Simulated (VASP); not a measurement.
K4Mg3ZnF12:

```
K Mg Zn F
1.0
     8.01304    0.00000    0.00000
     0.00000    8.01304    0.00000
     0.00000    0.00000    8.01304
K Mg Zn F
8 6 2 24
Direct
  0.99532 0.99964 0.00138
  0.99938 0.00345 0.50038
  0.99919 0.49830 0.00246
  0.99774 0.49753 0.50298
  0.50450 0.00144 0.00268
  0.49978 0.00285 0.50017
  0.50032 0.50294 0.00179
  0.49737 0.50075 0.49847
  0.25152 0.25263 0.24944
  0.24671 0.25242 0.75171
  0.25029 0.74556 0.24837
  0.24692 0.74915 0.75084
  0.75010 0.25007 0.75233
  0.75069 0.74845 0.24810
  0.74785 0.24238 0.24930
  0.74823 0.75242 0.75035
  0.24378 0.25016 0.99891
  0.25468 0.24941 0.50141
  0.25082 0.74643 0.00048
  0.25011 0.75164 0.50137
  0.74767 0.25183 0.00382
  0.75296 0.25283 0.49721
  0.74784 0.75133 0.00076
  0.75123 0.75314 0.50068
  0.00002 0.24959 0.24898
  0.99977 0.24667 0.75265
  0.99809 0.75288 0.25021
  0.99771 0.75162 0.75036
  0.49992 0.24846 0.24618
  0.49656 0.24959 0.74751
  0.50160 0.75087 0.25139
  0.50443 0.75101 0.74983
  0.24915 0.99613 0.25544
  0.25297 0.99602 0.74970
  0.24989 0.50552 0.24496
  0.24812 0.50384 0.75358
  0.74976 0.00325 0.25173
  0.74392 0.00011 0.75054
  0.75202 0.49729 0.24982
  0.75469 0.49911 0.74653
```

```yaml
Program: VASP 6.6.1
Task: relaxation of volume and atoms at fixed shape
Functional: PBEsol
Potentials_or_basis: VASP PAW PBE potentials, release 64 (K_sv, Mg, Zn, F)
Cutoff: 600 eV
k_mesh: 1 × 1 × 1, shifted
Occupations: fermi-dirac, width 0.05 eV
Spin: no spin polarisation
```

At the start: pressure 0.2 GPa; volume 12.86 Å³/atom.

Where does the relaxation end?

Over 10 steps the energy falls by 7.9 meV/atom and the volume is 12.81 Å³/atom (-0.4 %); space group Pm (No. 6, to 0.1 Å) before, P4/mmm (No. 123, to 0.1 Å).

The path:
```csv
step,energy change (eV),largest force (eV/Å),pressure (GPa),volume (Å³)
1,0.0000,1.2180,0.16,514.51
2,-0.2669,0.2090,-0.34,515.46
3,-0.2717,0.2143,-0.39,515.61
4,-0.2935,0.1093,-0.04,513.28
5,-0.3003,0.0971,0.25,511.28
6,-0.3084,0.0563,0.07,512.38
7,-0.3110,0.0685,-0.11,513.58
8,-0.3136,0.0439,-0.06,513.19
9,-0.3140,0.0530,-0.02,512.91
10,-0.3152,0.0223,0.04,512.55
```

Final structure:
```yaml
crystal:
  lattice:
    - [8.00287, 0.00000, 0.00000]
    - [0.00000, 8.00287, 0.00000]
    - [0.00000, 0.00000, 8.00287]
  atoms:
    - { symbol: K, position: [0.99925, 0.99987, 0.00043] }
    - { symbol: K, position: [0.99989, 0.00031, 0.50056] }
    - { symbol: K, position: [0.99965, 0.49985, 0.00059] }
    - { symbol: K, position: [0.99969, 0.50013, 0.50081] }
    - { symbol: K, position: [0.49957, 0.00017, 0.00046] }
    - { symbol: K, position: [0.49944, 0.00039, 0.50057] }
    - { symbol: K, position: [0.49955, 0.50070, 0.00009] }
    - { symbol: K, position: [0.49924, 0.50047, 0.50014] }
    - { symbol: Mg, position: [0.24962, 0.24999, 0.25026] }
    - { symbol: Mg, position: [0.24959, 0.25003, 0.75037] }
    - { symbol: Mg, position: [0.24975, 0.75007, 0.25058] }
    - { symbol: Mg, position: [0.24966, 0.75009, 0.75058] }
    - { symbol: Mg, position: [0.74950, 0.25045, 0.75006] }
    - { symbol: Mg, position: [0.74981, 0.75047, 0.25050] }
    - { symbol: Zn, position: [0.74960, 0.25067, 0.25012] }
    - { symbol: Zn, position: [0.74966, 0.75042, 0.75031] }
    - { symbol: F, position: [0.24906, 0.24913, 0.00022] }
    - { symbol: F, position: [0.24972, 0.25118, 0.50042] }
    - { symbol: F, position: [0.25017, 0.75092, 0.00069] }
    - { symbol: F, position: [0.24928, 0.74908, 0.50043] }
    - { symbol: F, position: [0.74930, 0.25087, 0.99679] }
    - { symbol: F, position: [0.74946, 0.25016, 0.50348] }
    - { symbol: F, position: [0.74918, 0.74993, 0.00362] }
    - { symbol: F, position: [0.75029, 0.75061, 0.49714] }
    - { symbol: F, position: [0.00299, 0.24965, 0.25077] }
    - { symbol: F, position: [0.99971, 0.24829, 0.74998] }
    - { symbol: F, position: [0.00013, 0.75003, 0.24989] }
    - { symbol: F, position: [0.00314, 0.75224, 0.75107] }
    - { symbol: F, position: [0.49627, 0.25003, 0.24934] }
    - { symbol: F, position: [0.49924, 0.25235, 0.75046] }
    - { symbol: F, position: [0.49947, 0.74972, 0.25094] }
    - { symbol: F, position: [0.49601, 0.74848, 0.74984] }
    - { symbol: F, position: [0.25000, 0.99986, 0.25107] }
    - { symbol: F, position: [0.25083, 0.00024, 0.75007] }
    - { symbol: F, position: [0.24973, 0.50006, 0.25007] }
    - { symbol: F, position: [0.24786, 0.49993, 0.75094] }
    - { symbol: F, position: [0.74963, 0.99714, 0.25020] }
    - { symbol: F, position: [0.74741, 0.00358, 0.75055] }
    - { symbol: F, position: [0.75008, 0.50386, 0.25059] }
    - { symbol: F, position: [0.75116, 0.49732, 0.74982] }
```

Caveat: the PAW data sets were made with another functional, which shifts forces and pressure a little.
